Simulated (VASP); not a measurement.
TiO2: single point with PBE

Crystal: TiO2.

```
Ti O
1.0
     4.60926    0.00000    0.00000
     0.00000    4.60926    0.00000
     0.00000    0.00000    2.96883
Ti O
2 4
Direct
  0.00000 0.00000 0.00000
  0.50000 0.50000 0.50000
  0.30600 0.30600 0.00000
  0.19400 0.80600 0.50000
  0.69400 0.69400 0.00000
  0.80600 0.19400 0.50000
```

- Program: VASP 6.6.1
- Task: single point
- Functional: PBE
- Potentials or basis: VASP PAW PBE potentials, release 64 (Ti_sv, O)
- Cutoff: 520 eV
- k mesh: 7 × 7 × 10
- Occupations: fermi-dirac, width 0.05 eV
- Spin: no spin polarisation
- Dipole correction: no
- Further INCAR settings: ALGO = Normal; EDIFF = 1e-06; NBANDS = 33

* Pressure: 3.6 GPa
* Largest force: 0.208 eV/Å
* Band gap on the k mesh: 1.88 eV

Forces on the atoms (eV/Å):
```
Ti   0.000  0.000  0.000
Ti   0.000  0.000  0.000
O   -0.147 -0.147  0.000
O    0.147 -0.147  0.000
O    0.147  0.147  0.000
O   -0.147  0.147  0.000
```

Stress tensor (GPa, compression positive):
```
4.02 0.00 0.00
0.00 4.02 0.00
0.00 0.00 2.87
```

Levels at points of the mesh, in eV from the valence-band top:
| k point | band 22 | band 23 | band 24 | band 25 | band 26 | band 27 |
| --- | --- | --- | --- | --- | --- | --- |
| (0.00, 0.00, 0.00) | -0.42 | -0.42 | 0.00 | 1.88 | 2.21 | 2.41 |
| (0.00, 0.00, 0.50) | -2.29 | -1.41 | -1.41 | 2.92 | 2.92 | 3.12 |

Wall time 54 s on 1 thread of Intel(R) Xeon(R) 6975P-C (Granite Rapids) (shared host), peak memory 0.23 GiB.

Caveat: the cell stands under pressure. A k mesh can miss the band edges.
